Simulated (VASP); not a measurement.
# BaTiO3 (P4mm) in VASP: notebook

The runs below take BaTiO3 through single point, with PBEsol, PBEsol+U.

Program: VASP 6.6.1. These are calculated values, not measurements. Logs are shortened: lines on timing, memory, paths and dates and some standing lists are left out, and cuts for length are marked.

### Step 1. The cell of the first run

Symmetry: P4mm, No. 99, tetragonal system. The conventional cell has a = 4.000 Å, b = 4.000 Å, c = 4.018 Å, α = 90.00°, β = 90.00°, γ = 90.00°. Ba (site symmetry 4mm) has 12 O at 2.79 to 2.88 Å and 8 Ti at 3.45 to 3.49 Å within 3.7 Å. Within 2.5 Å of Ti (site symmetry 4mm) lie 6 O at 1.89 to 2.13 Å. O (site symmetry 4mm) has 2 Ti at 1.89 to 2.13 Å within 2.5 Å. Within 2.9 Å of O (site symmetry 2mm) lie 2 Ti at 2.00 Å and 4 Ba at 2.79 to 2.88 Å and 8 O at 2.83 to 2.84 Å.

### Step 2. Single point, PBEsol

File INCAR:

```
SYSTEM = BaTiO3
PREC = Accurate
ENCUT = 520
EDIFF = 1E-6
ISMEAR = 0
SIGMA = 0.01
LREAL = .False.
LASPH = .True.
NELM = 80
ALGO = Normal
ISIF = 2
LWAVE = .False.
LCHARG = .False.
GGA = PS
NBANDS = 28
```

File KPOINTS:

```
regular mesh
0
Gamma
  6 6 6
  0 0 0
```

File POSCAR:

```
BaTiO3
1.0
    3.9998000000      0.0000000000      0.0000000000
    0.0000000000      3.9998000000      0.0000000000
    0.0000000000      0.0000000000      4.0180000000
Ba Ti O
1 1 3
Direct
    0.0000000000      0.0000000000      0.0000000000
    0.5000000000      0.5000000000      0.4900000000
    0.5000000000      0.5000000000      0.0190000000
    0.5000000000      0.0000000000      0.5170000000
    0.0000000000      0.5000000000      0.5170000000
```

Potentials or basis: VASP PAW PBE potentials, release 64 (Ba_sv, Ti_sv, O).

Started as:

```sh
> cat potpaw_PBE.64/Ba_sv/POTCAR potpaw_PBE.64/Ti_sv/POTCAR potpaw_PBE.64/O/POTCAR > POTCAR
> mpirun -np 1 vasp_std > vasp.out
```

OUTCAR:

```text
SYSTEM = BaTiO3
   PREC = Accurate
   ENCUT = 520
   EDIFF = 1E-6
   ISMEAR = 0
   LREAL = .False.
   LASPH = .True.
   NELM = 80
   ISIF = 2
   GGA = PS

 ion  position               nearest neighbor table
   1  0.000  0.000  0.000-   4 2.79   5 2.79   5 2.79   4 2.79   3 2.83   3 2.83   3 2.83   3 2.83
                             4 2.88   5 2.88   5 2.88   4 2.88   2 3.45   2 3.45   2 3.45   2 3.45
   2  0.500  0.500  0.490-   3 1.89   4 2.00   5 2.00   4 2.00   5 2.00   3 2.13   1 3.45   1 3.45
                             1 3.45   1 3.45   1 3.49   1 3.49   1 3.49   1 3.49
   3  0.500  0.500  0.019-   2 1.89   2 2.13   1 2.83   1 2.83   1 2.83   1 2.83
   4  0.500  0.000  0.517-   2 2.00   2 2.00   1 2.79   1 2.79   1 2.88   1 2.88
   5  0.000  0.500  0.517-   2 2.00   2 2.00   1 2.79   1 2.79   1 2.88   1 2.88

  LATTYP: Found a simple tetragonal cell.
 ALAT       =     3.9998000000
 C/A-ratio  =     1.0045502275

  Lattice vectors:

 A1 = (   3.9998000000,   0.0000000000,   0.0000000000)
 A2 = (   0.0000000000,   3.9998000000,   0.0000000000)
 A3 = (   0.0000000000,   0.0000000000,   4.0180000000)

Analysis of symmetry for initial positions (statically):
=====================================================================
 Subroutine PRICEL returns:
 Original cell was already a primitive cell.

 Routine SETGRP: Setting up the symmetry group for a
 simple tetragonal supercell.

 Subroutine GETGRP returns: Found  8 space group operations
 (whereof  8 operations were pure point group operations)
 out of a pool of 16 trial point group operations.

The static configuration has the point symmetry C_4v.

Analysis of symmetry for dynamics (positions and initial velocities):
=====================================================================
 Subroutine PRICEL returns:
 Original cell was already a primitive cell.

 Routine SETGRP: Setting up the symmetry group for a
 simple tetragonal supercell.

 Subroutine GETGRP returns: Found  8 space group operations
 (whereof  8 operations were pure point group operations)
 out of a pool of 16 trial point group operations.

The dynamic configuration has the point symmetry C_4v.

 Subroutine INISYM returns: Found  8 space group operations
 (whereof  8 operations are pure point group operations),
 and found     1 'primitive' translations

----------------------------------------------------------------------------------------

                                     Primitive cell

  volume of cell :      64.2816

  direct lattice vectors                    reciprocal lattice vectors
     3.999800000  0.000000000  0.000000000     0.250012501  0.000000000  0.000000000
     0.000000000  3.999800000  0.000000000     0.000000000  0.250012501  0.000000000
     0.000000000  0.000000000  4.018000000     0.000000000  0.000000000  0.248880040

  length of vectors
     3.999800000  3.999800000  4.018000000     0.250012501  0.250012501  0.248880040

  position of ions in fractional coordinates (direct lattice)
     0.000000000  0.000000000  0.000000000
     0.500000000  0.500000000  0.490000000
     0.500000000  0.500000000  0.019000000
     0.500000000  0.000000000  0.517000000
     0.000000000  0.500000000  0.517000000

  ion indices of the primitive-cell ions
   primitive index   ion index
                 1           1
                 2           2
                 3           3
                 4           4
                 5           5

----------------------------------------------------------------------------------------

 KPOINTS: regular mesh

Automatic generation of k-mesh.
 Grid dimensions read from file:
 generate k-points for:    6    6    6

 Generating k-lattice:

  Cartesian coordinates                     Fractional coordinates (reciprocal lattice)
     0.041668750  0.000000000  0.000000000     0.166666667  0.000000000  0.000000000
     0.000000000  0.041668750  0.000000000     0.000000000  0.166666667  0.000000000
     0.000000000  0.000000000  0.041480007     0.000000000  0.000000000  0.166666667

  Length of vectors
     0.041668750  0.041668750  0.041480007

  Shift w.r.t. Gamma in fractional coordinates (k-lattice)
     0.000000000  0.000000000  0.000000000

 Subroutine IBZKPT returns following result:
 ===========================================

 Found     40 irreducible k-points:

 Following reciprocal coordinates:
            Coordinates               Weight
  0.000000  0.000000  0.000000      1.000000
  0.166667  0.000000  0.000000      4.000000
  0.333333  0.000000  0.000000      4.000000
  0.500000  0.000000  0.000000      2.000000
  0.166667  0.166667  0.000000      4.000000
  0.333333  0.166667  0.000000      8.000000
[... 16 lines left out ...]
  0.333333  0.000000  0.333333      8.000000
  0.500000  0.000000  0.333333      4.000000
 [... further k-points ...]
   k-points           NKPTS =     40   k-points in BZ     NKDIM =     40   number of bands    NBANDS=     28
   number of dos      NEDOS =    301   number of ions     NIONS =      5
   total plane-waves  NPLWV =  27000
   dimension x,y,z NGX =    30 NGY =   30 NGZ =   30
   dimension x,y,z NGXF=    60 NGYF=   60 NGZF=   60
   ions per type =               1   1   3
   NGX,Y,Z   is equivalent  to a cutoff of  12.47, 12.47, 12.41 a.u.
   NGXF,Y,Z  is equivalent  to a cutoff of  24.94, 24.94, 24.83 a.u.
 SYSTEM =  BaTiO3
   PREC   = accura    normal or accurate (medium, high low for compatibility)
   ISTART =      0    job   : 0-new  1-cont  2-samecut
   ICHARG =      2    charge: 1-file 2-atom 10-const
   ISPIN  =      1    spin polarized calculation?
   LNONCOLLINEAR =      F non collinear calculations
   LSORBIT =      F    spin-orbit coupling
   LASPH  =      T    aspherical Exc in radial PAW
   ENCUT  =  520.0 eV  38.22 Ry    6.18 a.u.   7.44  7.44  7.47*2*pi/ulx,y,z
   NELM   =     80;   NELMIN=  2; NELMDL= -5     # of ELM steps
   EDIFF  = 0.1E-05   stopping-criterion for ELM
   LREAL  =      F    real-space projection
[... 7 lines left out ...]
   TEBEG  =    0.0;   TEEND  =   0.0 temperature during run
   PSTRESS=    0.0 pullay stress
   NELECT =      40.0000    total number of electrons
   NUPDOWN=      -1.0000    fix difference up-down
   EMIN   =  10.00;   EMAX   =-10.00  energy-range for DOS
   EFERMI =   0.00;   METHOD = LEGACY
   ISMEAR =     0;   SIGMA  =   0.01  broadening in eV -4-tet -1-fermi 0-gaus
   EFERMI_NEDOS =   21; number of points for ismear=-14 and -15
   IALGO  =     38    algorithm
   IMIX   =      4    mixing-type and parameters
     AMIX     =   0.40;   BMIX     =  1.00
     AMIX_MAG =   1.60;   BMIX_MAG =  1.00
  volume/ion in A,a.u.               =      12.86        86.76
  Fermi-wavevector in a.u.,A,eV,Ry     =   1.397653  2.641181 26.578078  1.953434
  Thomas-Fermi vector in A             =   2.520888
   LORBIT       =      0    0 simple, 1 ext, 2 COOP (PROOUT), +10 PAW based schemes
   GGA     = PS    functional components
   LHFCALC =     F    Hartree Fock is set to
   AEXX    =    0.0000 exact exchange contribution
   IVDW    =     0    specifies the selected vdW correction
   LEPSILON=     F    determine dielectric tensor
   LRPA    =     F    only Hartree local field effects (RPA)
 non-spin polarized calculation
 Gauss-broadening in eV      SIGMA  =   0.01
  energy-cutoff  :      520.00
  volume of cell :       64.28
 maximum number of plane-waves:      1751
 NGX is ok and might be reduce to    30
   NGX = 15   NGY = 15   NGZ = 15

 number of electron      39.9999978 magnetization

 Free energy of the ion-electron system (eV)
  ---------------------------------------------------
  ext. energy  EPLUGINS =         0.00000000
  ---------------------------------------------------
  free energy    TOTEN  =       -41.98765721 eV

  energy without entropy =      -41.98765721  energy(sigma->0) =      -41.98765721

 E-fermi :   3.8097     XC(G=0): -11.4999

 val. band max:        3.7041464469   @ k =   0.5000   0.5000   0.5000
 cond. band min:       5.4278055040   @ k =   0.0000   0.0000   0.0000
 fundamental gap:      1.7236590571
 Fermi energy:         3.8097353704

 k-point     1 :       0.0000    0.0000    0.0000
  band No.  band energies     occupation
      1     -52.6330      2.00000
      2     -28.9872      2.00000
      3     -28.9563      2.00000
      4     -28.9563      2.00000
      5     -21.1009      2.00000
      6     -13.1399      2.00000
[... 20 lines left out ...]
     27       8.6165      0.00000
     28      10.8041      0.00000

 k-point     2 :       0.1667    0.0000    0.0000
  band No.  band energies     occupation
      1     -52.6328      2.00000
      2     -28.9867      2.00000
      3     -28.9699      2.00000
      4     -28.9558      2.00000
      5     -21.0708      2.00000
      6     -13.1670      2.00000
[... 20 lines left out ...]
     27       9.1343      0.00000
     28      11.4646      0.00000

 k-point     3 :       0.3333    0.0000    0.0000
  band No.  band energies     occupation
      1     -52.6322      2.00000
      2     -28.9969      2.00000
      3     -28.9856      2.00000
      4     -28.9548      2.00000
      5     -21.0092      2.00000
      6     -13.2992      2.00000
[... 20 lines left out ...]
     27      10.3707      0.00000
     28      11.8991      0.00000

 k-point     4 :       0.5000    0.0000    0.0000
  band No.  band energies     occupation
      1     -52.6320      2.00000
      2     -29.0103      2.00000
      3     -28.9851      2.00000
      4     -28.9542      2.00000
      5     -20.9778      2.00000
      6     -13.3857      2.00000
[... 578 lines left out ...]
     27      10.8862      0.00000
     28      12.2683      0.00000

 k-point    23 :       0.3333    0.0000    0.3333
  band No.  band energies     occupation
      1     -52.6315      2.00000
      2     -29.0237      2.00000
      3     -28.9946      2.00000
      4     -28.9533      2.00000
      5     -20.9449      2.00000
      6     -13.0020      2.00000
[... 20 lines left out ...]
     27      12.0022      0.00000
     28      12.2804      0.00000

 k-point    24 :       0.5000    0.0000    0.3333
  band No.  band energies     occupation
      1     -52.6312      2.00000
      2     -29.0229      2.00000
      3     -29.0077      2.00000
      4     -28.9528      2.00000
      5     -20.9218      2.00000
      6     -12.9565      2.00000
[... 20 lines left out ...]
     27      11.7767      0.00000
     28      13.0883      0.00000

 [... further k-points ...]

------------------------ aborting loop because EDIFF is reached ----------------------------------------

  FORCE on cell =-STRESS in cart. coord.  units (eV):
  Direction    XX          YY          ZZ          XY          YZ          ZX
  --------------------------------------------------------------------------------------
  -------------------------------------------------------------------------------------
  Total       -0.9377060     -0.9377060     -0.5533816      0.0000000     -0.0000000      0.0000000
  in kB      -23.3717256    -23.3717256    -13.7926846      0.0000000     -0.0000000      0.0000000
  external PRESSURE =     -20.1787119 kB  Pullay stress =       0.0000000 kB

 VOLUME and BASIS-vectors are now :
 -----------------------------------------------------------------------------
  energy-cutoff  :      520.00
  volume of cell :       64.28
      direct lattice vectors                 reciprocal lattice vectors
     3.999800000  0.000000000  0.000000000     0.250012501  0.000000000  0.000000000
     0.000000000  3.999800000  0.000000000     0.000000000  0.250012501  0.000000000
     0.000000000  0.000000000  4.018000000     0.000000000  0.000000000  0.248880040

 POSITION                                       TOTAL-FORCE (eV/Angst)
 -----------------------------------------------------------------------------------
      0.00000      0.00000      0.00000         0.000000      0.000000      0.056007
      1.99990      1.99990      1.96882         0.000000     -0.000000     -0.145707
      1.99990      1.99990      0.07634         0.000000      0.000000      0.324463
      1.99990      0.00000      2.07731         0.000000      0.000000     -0.117381
      0.00000      1.99990      2.07731        -0.000000      0.000000     -0.117381
 -----------------------------------------------------------------------------------
    total drift:                                0.000000      0.000000      0.000330

  FREE ENERGIE OF THE ION-ELECTRON SYSTEM (eV)
  ---------------------------------------------------
  free  energy   TOTEN  =       -41.9876572113 eV

  energy  without entropy=      -41.9876572113  energy(sigma->0) =      -41.98765721
```

It took 32 s on 1 thread of AMD EPYC 9R45 (Zen 5), shared host; peak memory 0.19 GiB.

Results:

* Free energy: -41.9877 eV
* Pressure: -2.0 GPa
* Largest force: 0.324 eV/Å
* Band gap on the k mesh: 1.72 eV (least direct gap 2.02 eV)

Forces in eV/Å, atoms in the order of the input:
```
Ba   0.000  0.000  0.056
Ti   0.000  0.000 -0.146
O    0.000  0.000  0.324
O    0.000  0.000 -0.117
O    0.000  0.000 -0.117
```

Stress tensor (GPa, compression positive):
```
-2.34  0.00  0.00
 0.00 -2.34  0.00
 0.00  0.00 -1.38
```

Levels at points of the mesh, in eV from the valence-band top:
| k point | band 18 | band 19 | band 20 | band 21 | band 22 | band 23 |
| --- | --- | --- | --- | --- | --- | --- |
| (0.00, 0.00, 0.00) | -0.30 | -0.29 | -0.29 | 1.72 | 1.94 | 1.94 |
| (0.50, 0.00, 0.00) | -1.76 | -0.96 | -0.85 | 2.09 | 3.49 | 3.52 |
| (0.50, 0.50, 0.00) | -0.98 | -0.98 | -0.09 | 3.53 | 3.53 | 3.92 |
| (0.00, 0.00, 0.50) | -1.97 | -0.71 | -0.71 | 1.89 | 3.55 | 3.55 |
| (0.50, 0.00, 0.50) | -0.91 | -0.90 | -0.17 | 3.51 | 3.56 | 3.91 |
| (0.50, 0.50, 0.50) | -0.08 | -0.08 | 0.00 | 4.17 | 4.17 | 4.17 |

Caveat: the PAW data sets were made with another functional, which shifts forces and pressure a little; spin-orbit coupling is left out, which moves the levels of the heavy elements.

### Step 3. Single point, PBEsol+U

File INCAR:

```
PREC = Accurate
ENCUT = 520
EDIFF = 1E-6
ISMEAR = 0
SIGMA = 0.01
LREAL = F
LASPH = T
NELM = 150
ALGO = Normal
ISIF = 2
LWAVE = F
LCHARG = F
LMAXMIX = 4
LDAU = T
LDAUTYPE = 2
LDAUL = -1 2 -1
LDAUU = 0 2 0
LDAUJ = 0 0 0
LDAUPRINT = 1
GGA = PS
NBANDS = 28
```

File KPOINTS:

```
Automatic mesh
0
Gamma
  6 6 6
```

POSCAR is that of step 2.

Potentials or basis: VASP PAW PBE potentials, release 64 (Ba_sv, Ti_sv, O).

Started as:

```sh
> cat potpaw_PBE.64/Ba_sv/POTCAR potpaw_PBE.64/Ti_sv/POTCAR potpaw_PBE.64/O/POTCAR > POTCAR
> mpirun -np 1 vasp_std > vasp.out
```

It took 34 s on 1 thread of AMD EPYC 9R45 (Zen 5), shared host; peak memory 0.19 GiB.

The run converged. Its results:

```
Free energy            : -40.5996 eV
Pressure               : -0.4 GPa
Largest force          : 0.147 eV/Å
Band gap on the k mesh : 1.95 eV (least direct gap 2.25 eV)
```

Forces in eV/Å, atoms in the order of the input:
```
Ba   0.000  0.000  0.052
Ti   0.000  0.000  0.147
O    0.000  0.000  0.052
O    0.000  0.000 -0.125
O    0.000  0.000 -0.125
```

Stress tensor (GPa, compression positive):
```
-0.74  0.00  0.00
 0.00 -0.74  0.00
 0.00  0.00  0.38
```

Levels at points of the mesh, in eV from the valence-band top:
| k point | band 17 | band 18 | band 19 | band 20 | band 21 | band 22 | band 23 | band 24 |
| --- | --- | --- | --- | --- | --- | --- | --- | --- |
| (0.00, 0.00, 0.00) | -1.16 | -0.32 | -0.30 | -0.30 | 1.95 | 2.14 | 2.14 | 4.02 |
| (0.50, 0.00, 0.00) | -1.82 | -1.74 | -0.97 | -0.88 | 2.30 | 3.69 | 3.72 | 4.06 |
| (0.50, 0.50, 0.00) | -1.86 | -0.98 | -0.98 | -0.09 | 3.73 | 3.73 | 4.14 | 4.69 |
| (0.00, 0.00, 0.50) | -1.93 | -1.93 | -0.75 | -0.75 | 2.13 | 3.75 | 3.75 | 4.02 |
| (0.50, 0.00, 0.50) | -1.82 | -0.92 | -0.91 | -0.17 | 3.72 | 3.76 | 4.12 | 4.82 |
| (0.50, 0.50, 0.50) | -2.39 | -0.08 | -0.08 | 0.00 | 4.37 | 4.37 | 4.38 | 6.42 |

Eigenvalues of the final occupation matrices:
```tsv
site	spin	trace	eigenvalues
site 2 d	1	0.84	0.11 0.12 0.12 0.24 0.25
site 2 d	2	0.84	0.11 0.12 0.12 0.24 0.25
```

Caveat: the PAW data sets were made with another functional, which shifts forces and pressure a little; spin-orbit coupling is left out, which moves the levels of the heavy elements. A k mesh can miss the band edges.

### Step 4. Single point, PBEsol+U

File INCAR:

```
SYSTEM = BaTiO3
PREC     = Accurate       ! precision mode
ENCUT    = 520            ! plane-wave cutoff, eV
EDIFF    = 1E-6           ! SCF threshold, eV
ISMEAR   = 0              ! smearing method
SIGMA    = 0.01           ! smearing width, eV
LREAL    = .False.        ! projectors in reciprocal space
LASPH    = .True.         ! aspherical terms in the spheres
NELM     = 150            ! most SCF steps
ALGO     = Normal         ! electronic algorithm
ISIF     = 2              ! what is computed and relaxed
LWAVE    = .False.        ! write WAVECAR
LCHARG   = .False.        ! write CHGCAR
LMAXMIX  = 4              ! l up to which the mixer works
LDAU     = .True.         ! DFT+U
LDAUTYPE = 2            
LDAUL    = -1 2 -1        ! shell
LDAUU    = 0 4 0          ! U, eV
LDAUJ    = 0 0 0        
LDAUPRINT= 1            
GGA      = PS             ! functional
NBANDS   = 28             ! bands
```

File KPOINTS:

```
Automatic mesh
0
Gamma
  6 6 6
  0 0 0
```

POSCAR is that of step 3.

Started as:

```sh
> cat potpaw_PBE.64/Ba_sv/POTCAR potpaw_PBE.64/Ti_sv/POTCAR potpaw_PBE.64/O/POTCAR > POTCAR
> mpirun -np 1 vasp_std > vasp.out
```

Wall time 31 s (1 thread of AMD EPYC 9R45 (Zen 5), shared host); peak memory 0.19 GiB.

It converged, with:

| Quantity | Value |
| --- | --- |
| Free energy | -39.2661 eV |
| Pressure | 1.3 GPa |
| Largest force | 0.441 eV/Å |
| Band gap on the k mesh | 2.20 eV (least direct gap 2.51 eV) |

Forces in eV/Å, atoms in the order of the input:
```
Ba   0.000  0.000  0.049
Ti   0.000  0.000  0.441
O    0.000  0.000 -0.225
O    0.000  0.000 -0.133
O    0.000  0.000 -0.133
```

Stress tensor (GPa, compression positive):
```
0.89 0.00 0.00
0.00 0.89 0.00
0.00 0.00 2.18
```

Levels at points of the mesh, in eV from the valence-band top:
| k point | band 17 | band 18 | band 19 | band 20 | band 21 | band 22 | band 23 | band 24 |
| --- | --- | --- | --- | --- | --- | --- | --- | --- |
| (0.00, 0.00, 0.00) | -1.17 | -0.34 | -0.31 | -0.31 | 2.20 | 2.36 | 2.36 | 4.05 |
| (0.50, 0.00, 0.00) | -1.77 | -1.71 | -0.99 | -0.91 | 2.54 | 3.92 | 3.94 | 4.07 |
| (0.50, 0.50, 0.00) | -1.94 | -0.99 | -0.99 | -0.09 | 3.96 | 3.96 | 4.38 | 4.68 |
| (0.00, 0.00, 0.50) | -1.88 | -1.88 | -0.78 | -0.78 | 2.39 | 3.97 | 3.97 | 4.05 |
| (0.50, 0.00, 0.50) | -1.90 | -0.93 | -0.91 | -0.17 | 3.96 | 3.99 | 4.35 | 4.82 |
| (0.50, 0.50, 0.50) | -2.34 | -0.08 | -0.08 | 0.00 | 4.60 | 4.60 | 4.62 | 6.38 |

Eigenvalues of the final occupation matrices:
| site | spin | trace | eigenvalues |
| --- | --- | --- | --- |
| site 2 d | 1 | 0.80 | 0.10 0.11 0.11 0.24 0.24 |
| site 2 d | 2 | 0.80 | 0.10 0.11 0.11 0.24 0.24 |

Caveat: the PAW data sets were made with another functional, which shifts forces and pressure a little; spin-orbit coupling is left out, which moves the levels of the heavy elements. A k mesh can miss the band edges.

(Continued in part 2 of 2.)
